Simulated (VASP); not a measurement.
Wanted: the native input for a VASP 6.6.1 run.

* Task: single point
* Functional: PBE
* Potentials or basis: VASP PAW PBE potentials, release 64 (V_sv, Cd)
* Cutoff: 520 eV
* k mesh: 12 × 12 × 12
* Occupations: gaussian, width 0.1 eV
* Spin: collinear spin, ferromagnetic start
* Starting moments: [3.11, 0.0, 0.0] μB
* Dipole correction: no
* Further INCAR settings: ALGO = Fast; EDIFF = 1e-06; NBANDS = 30

The structure of VCd2 lies in POSCAR:

```
VCd2
1.0
    0.0000000000      3.3117471835      3.3117471835
    3.3117471835      0.0000000000      3.3117471835
    3.3117471835      3.3117471835      0.0000000000
V Cd
1 2
Direct
    0.0000000000      0.0000000000      0.0000000000
    0.2500000000      0.2500000000      0.2500000000
    0.7500000000      0.7500000000      0.7500000000
```

The input as run:

INCAR

```
  ALGO = Fast
  EDIFF = 1E-6
  ENCUT = 520
  GGA = PE
  ISIF = 2
  ISMEAR = 0
  ISPIN = 2
  LASPH = T
  LCHARG = T
  LELF = T
  LMAXMIX = 4
  LORBIT = 11
  LREAL = F
  LVHAR = T
  LWAVE = F
  MAGMOM = 3.11 0 0
  NBANDS = 30
  NELM = 150
  PREC = Accurate
  SIGMA = 0.1
```

KPOINTS

```
k-points
0
Gamma
  12 12 12
```

Potentials or basis: VASP PAW PBE potentials, release 64 (V_sv, Cd).

Launch:

```console
$ cat potpaw_PBE.64/V_sv/POTCAR potpaw_PBE.64/Cd/POTCAR > POTCAR
$ mpirun -np 1 vasp_std > vasp.out
```

It gave:

```
Pressure                                              : 0.2 GPa
Net moment                                            : 3.60 μB per cell
Site moments                                          : V +2.81; Cd +0.05 μB
Valence electrons inside the program's atomic spheres : V 11.41; Cd 10.34
```

Wall time 7.9 min on 1 thread of Oxide Virtual Turin-like Processor, on a shared host, peak memory 0.36 GiB.
